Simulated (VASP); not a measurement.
# P (Cmce) in VASP: single point with PBEsol

Aim: the single point of P with PBEsol.

All numbers are computed with VASP 6.6.1; they aren't measurements. Logs are shortened: lines on timing, memory, paths and dates and some standing lists are left out, and cuts for length are marked.

## 1. The cell of the first run

The structure is orthorhombic, space group Cmce (No. 64). The conventional cell has a = 3.317 Å, b = 10.294 Å, c = 4.198 Å, α = 90.00°, β = 90.00°, γ = 90.00°. Within 2.9 Å of P (site symmetry m) lie 3 P at 2.23 to 2.25 Å.

## 2. Single point, PBEsol

Input file INCAR:

```
PREC     = Accurate       # precision mode
ENCUT    = 520            # plane-wave cutoff, eV
EDIFF    = 1E-6           # SCF threshold, eV
ISMEAR   = 0              # smearing method
SIGMA    = 0.1            # smearing width, eV
LREAL    = False          # projectors in reciprocal space
LASPH    = True           # aspherical terms in the spheres
NELM     = 100            # most SCF steps
ALGO     = Normal         # electronic algorithm
ISIF     = 2              # what is computed and relaxed
LWAVE    = False          # write WAVECAR
LCHARG   = False          # write CHGCAR
GGA      = PS             # functional
NBANDS   = 18             # bands
```

Input file KPOINTS:

```
Automatic mesh
0
Gamma
  14 14 10
```

Input file POSCAR:

```
P
1.0
    1.6585568906     -5.1467727671      0.0000000000
    1.6585568906      5.1467727671      0.0000000000
    0.0000000000      0.0000000000      4.1979996840
P
4
Direct
    0.8947679682      0.1052320318      0.0729309894
    0.6052320318      0.3947679682      0.5729309894
    0.1052320318      0.8947679682      0.9270690106
    0.3947679682      0.6052320318      0.4270690106
```

Potentials or basis: VASP PAW PBE potentials, release 64 (P).

The run is started by

```sh
$ cat potpaw_PBE.64/P/POTCAR > POTCAR
$ mpirun -np 1 vasp_std > vasp.out
```

OUTCAR:

```text
PREC = Accurate
   ENCUT = 520
   EDIFF = 1E-6
   ISMEAR = 0
   LREAL = False
   LASPH = True
   NELM = 100
   ISIF = 2
   GGA = PS

 ion  position               nearest neighbor table
   1  0.895  0.105  0.073-   4 2.23   4 2.23   3 2.25
   2  0.605  0.395  0.573-   3 2.23   3 2.23   4 2.25
   3  0.105  0.895  0.927-   2 2.23   2 2.23   1 2.25
   4  0.395  0.605  0.427-   1 2.23   1 2.23   2 2.25

  LATTYP: Found a base centered orthorhombic cell.
 ALAT       =     3.3171137812
 B/A-ratio  =     3.1031632356
 C/A-ratio  =     1.2655579401

  Lattice vectors:

 A1 = (   1.6585568906,  -5.1467727671,   0.0000000000)
 A2 = (   1.6585568906,   5.1467727671,   0.0000000000)
 A3 = (   0.0000000000,   0.0000000000,   4.1979996840)

Analysis of symmetry for initial positions (statically):
=====================================================================
 Subroutine PRICEL returns:
 Original cell was already a primitive cell.

 Routine SETGRP: Setting up the symmetry group for a
 base centered orthorhombic supercell.

 Subroutine GETGRP returns: Found  8 space group operations
 (whereof  4 operations were pure point group operations)
 out of a pool of  8 trial point group operations.

The static configuration has the point symmetry C_2h.
 The point group associated with its full space group is D_2h.

Analysis of symmetry for dynamics (positions and initial velocities):
=====================================================================
 Subroutine PRICEL returns:
 Original cell was already a primitive cell.

 Routine SETGRP: Setting up the symmetry group for a
 base centered orthorhombic supercell.

 Subroutine GETGRP returns: Found  8 space group operations
 (whereof  4 operations were pure point group operations)
 out of a pool of  8 trial point group operations.

The dynamic configuration has the point symmetry C_2h.
 The point group associated with its full space group is D_2h.

 Subroutine INISYM returns: Found  8 space group operations
 (whereof  4 operations are pure point group operations),
 and found     1 'primitive' translations

----------------------------------------------------------------------------------------

                                     Primitive cell

  volume of cell :      71.6701

  direct lattice vectors                    reciprocal lattice vectors
     1.658556891 -5.146772767  0.000000000     0.301466897 -0.097148256  0.000000000
     1.658556891  5.146772767  0.000000000     0.301466897  0.097148256  0.000000000
[... 87 lines left out ...]
   ENCUT  =  520.0 eV  38.22 Ry    6.18 a.u.  10.05 10.05  7.81*2*pi/ulx,y,z
   NELM   =    100;   NELMIN=  2; NELMDL= -5     # of ELM steps
   EDIFF  = 0.1E-05   stopping-criterion for ELM
   LREAL  =      F    real-space projection
   EDIFFG = 0.1E-04   stopping-criterion for IOM
   NSW    =      0    number of steps for IOM
   IBRION =     -1    ionic relax: 0-MD 1-quasi-New 2-CG
   NFREE  =      0    steps in history (QN), initial steepest desc. (CG)
   ISIF   =      2    stress and relaxation
   ISYM   =      2    0-nonsym 1-usesym 2-fastsym
   POTIM  = 0.5000    time-step for ionic-motion
   TEBEG  =    0.0;   TEEND  =   0.0 temperature during run
   PSTRESS=    0.0 pullay stress
   NELECT =      20.0000    total number of electrons
   NUPDOWN=      -1.0000    fix difference up-down
   EMIN   =  10.00;   EMAX   =-10.00  energy-range for DOS
   EFERMI =   0.00;   METHOD = LEGACY
   ISMEAR =     0;   SIGMA  =   0.10  broadening in eV -4-tet -1-fermi 0-gaus
   EFERMI_NEDOS =   21; number of points for ismear=-14 and -15
   IALGO  =     38    algorithm
   IMIX   =      4    mixing-type and parameters
     AMIX     =   0.40;   BMIX     =  1.00
     AMIX_MAG =   1.60;   BMIX_MAG =  1.00
  volume/ion in A,a.u.               =      17.92       120.91
  Fermi-wavevector in a.u.,A,eV,Ry     =   1.069807  2.021643 15.571701  1.144488
  Thomas-Fermi vector in A             =   2.205498
   LORBIT       =      0    0 simple, 1 ext, 2 COOP (PROOUT), +10 PAW based schemes
   GGA     = PS    functional components
   LHFCALC =     F    Hartree Fock is set to
   AEXX    =    0.0000 exact exchange contribution
   IVDW    =     0    specifies the selected vdW correction
   LEPSILON=     F    determine dielectric tensor
   LRPA    =     F    only Hartree local field effects (RPA)
 non-spin polarized calculation
 Gauss-broadening in eV      SIGMA  =   0.10
  energy-cutoff  :      520.00
  volume of cell :       71.67
 maximum number of plane-waves:      1949
   NGX = 21   NGY = 21   NGZ = 15

 number of electron      20.0000000 magnetization

 Free energy of the ion-electron system (eV)
  ---------------------------------------------------
  ext. energy  EPLUGINS =         0.00000000
  ---------------------------------------------------
  free energy    TOTEN  =       -23.05005429 eV

  energy without entropy =      -23.04940951  energy(sigma->0) =      -23.04973190

 E-fermi :   7.1469     XC(G=0): -10.3173

 val. band max:        7.1252647440   @ k =   0.4286   0.4286   0.0000
 cond. band min:       7.1507433307   @ k =   0.4286   0.2143   0.0000
 fundamental gap:      0.0254785867
 Fermi energy:         7.1469292832

 k-point     1 :       0.0000    0.0000    0.0000
  band No.  band energies     occupation
      1      -8.7969      2.00000
      2      -5.5048      2.00000
      3      -2.0008      2.00000
      4      -0.0962      2.00000
      5       2.0381      2.00000
      6       2.8654      2.00000
[... 481 lines left out ...]
      5       1.6242      2.00000
      6       1.9993      2.00000
[... 10 lines left out ...]
     17      13.4745      0.00000
     18      14.8363      0.00000

 [... further k-points ...]
[... 5 lines left out ...]
  --------------------------------------------------------------------------------------
  -------------------------------------------------------------------------------------
  Total       -0.0205901     -0.0610485     -0.0220281      0.0000000     -0.0000000      0.0000000
  in kB       -0.4602890     -1.3647336     -0.4924353      0.0000000     -0.0000000      0.0000000
  external PRESSURE =      -0.7724860 kB  Pullay stress =       0.0000000 kB

 VOLUME and BASIS-vectors are now :
 -----------------------------------------------------------------------------
  energy-cutoff  :      520.00
  volume of cell :       71.67
      direct lattice vectors                 reciprocal lattice vectors
     1.658556891 -5.146772767  0.000000000     0.301466897 -0.097148256  0.000000000
     1.658556891  5.146772767  0.000000000     0.301466897  0.097148256  0.000000000
     0.000000000  0.000000000  4.197999684     0.000000000  0.000000000  0.238208689

 POSITION                                       TOTAL-FORCE (eV/Angst)
 -----------------------------------------------------------------------------------
      1.65856     -4.06356      0.30616         0.000000     -0.022418      0.022343
      1.65856     -1.08321      2.40516         0.000000      0.022418      0.022343
      1.65856      4.06356      3.89184         0.000000      0.022418     -0.022343
      1.65856      1.08321      1.79284         0.000000     -0.022418     -0.022343
 -----------------------------------------------------------------------------------
    total drift:                               -0.000000     -0.000000      0.000000

  FREE ENERGIE OF THE ION-ELECTRON SYSTEM (eV)
  ---------------------------------------------------
  free  energy   TOTEN  =       -23.0500542918 eV

  energy  without entropy=      -23.0494095101  energy(sigma->0) =      -23.04973190
```

Wall time 4 min (1 thread of Intel Xeon 6975P-C, shared host); peak memory 0.43 GiB.

Results:

* Free energy: -23.0501 eV
* Pressure: -0.1 GPa
* Largest force: 0.032 eV/Å
* Band gap on the k mesh: zero (band 10 reaches 7.36 eV, above the bottom of band 11 at 7.10 eV)

Forces on the atoms (eV/Å):
```
P    0.000 -0.022  0.022
P    0.000  0.022  0.022
P    0.000  0.022 -0.022
P    0.000 -0.022 -0.022
```

Levels at points of the mesh, in eV from the Fermi level:
```
           k point  band 8  band 9  band 10  band 11  band 12  band 13
(0.00, 0.00, 0.00)   -2.88   -2.56    -1.33     0.96     1.20     1.92
(0.50, 0.00, 0.00)   -3.22   -2.65    -2.65     0.80     0.80     1.03
(0.50, 0.50, 0.00)   -2.11   -1.82    -0.39     0.51     0.61     2.46
(0.00, 0.00, 0.50)   -3.03   -0.90    -0.90     1.50     1.50     2.31
(0.50, 0.00, 0.50)   -5.72   -2.07    -2.07     1.58     1.58     4.63
(0.50, 0.50, 0.50)   -2.45   -1.27    -1.27     1.32     1.32     2.68
```

Caveat: the PAW data sets were made with another functional, which shifts forces and pressure a little.
